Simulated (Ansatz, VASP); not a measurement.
This is a calculation of Tl for VASP 6.6.1.

The input INCAR:

```
SYSTEM = Tl
  PREC = Accurate
  ENCUT = 520
  EDIFF = 1E-6
  ISMEAR = -1
  SIGMA = 0.05
  LREAL = .False.
  LASPH = .True.
  NELM = 80
  ALGO = Fast
  ISIF = 2
  LWAVE = .False.
  LCHARG = .True.
  GGA = PS
  LELF = .True.
  LVHAR = .True.
  NBANDS = 34
```

The input KPOINTS:

```
Automatic mesh
0
Gamma
  9 9 3
  0 0 0
```

File POSCAR:

```
Tl
1.0
    3.5318742652      0.0000000000      0.0000000000
   -1.7659371326      3.0586928366      0.0000000000
    0.0000000000      0.0000000000     11.3402134575
Tl
4
Direct
    0.6666666667      0.3333333333      0.7500000000
    0.0000000000      0.0000000000      0.5000000000
    0.3333333333      0.6666666667      0.2500000000
    0.0000000000      0.0000000000      0.0000000000
```

Potentials or basis: VASP PAW PBE potentials, release 64 (Tl_d).

Launch:

```sh
$ cat potpaw_PBE.64/Tl_d/POTCAR > POTCAR
$ mpirun -np 1 vasp_std > vasp.out
```

Q: Translate it to Ansatz 0.2.0. Potentials there: all-electron LAPW, scalar-relativistic.

A: As run (the cutoff follows the program's own potentials):

input.yaml

```yaml
crystal:
  lattice:
    - [3.5318742652, 0.0, 0.0]
    - [-1.7659371326, 3.0586928366, 0.0]
    - [0.0, 0.0, 11.3402134575]
  atoms:
    - { symbol: Tl, position: [0.6666666667, 0.3333333333, 0.75] }
    - { symbol: Tl, position: [0.0, 0.0, 0.5] }
    - { symbol: Tl, position: [0.3333333333, 0.6666666667, 0.25] }
    - { symbol: Tl, position: [0.0, 0.0, 0.0] }
kpoints:
  mp_grid: { grid: [9, 9, 3] }
scf:
  occupations: { method: fermi_dirac, width: 0.05 }
hamiltonian:
  xc: pbesol
  pseudopotentials: { kind: all_electron, lapw: { basis_error: 0.001 } }
output:
  forces: true
  stress: true
  eigenvalues: true
```

Potentials or basis: all-electron LAPW, scalar-relativistic.

Run with:

```sh
$ ansatz run input.yaml --threads 2 --pin off --max-ram 8192MiB --backend cpu --events-out ev --progress --plain --runs-dir out
```

Both were run:

|  | VASP | Ansatz | Ansatz less VASP |
| --- | --- | --- | --- |
| gap on the k mesh at the Fermi level (eV) | none | none | - |
| pressure (GPa) | -2.3 | -2.2 | +0.07 |
| traceless stress, the component that is largest in VASP (GPa) | -0.11 | -0.11 | +0.007 |

VASP's potentials were made for PBE, not for PBEsol. A gap of «none» marks a metal or a gap that the smearing closes. Ansatz ran all-electron here, and VASP with PAW potentials.

Neither program's run includes spin-orbit coupling.
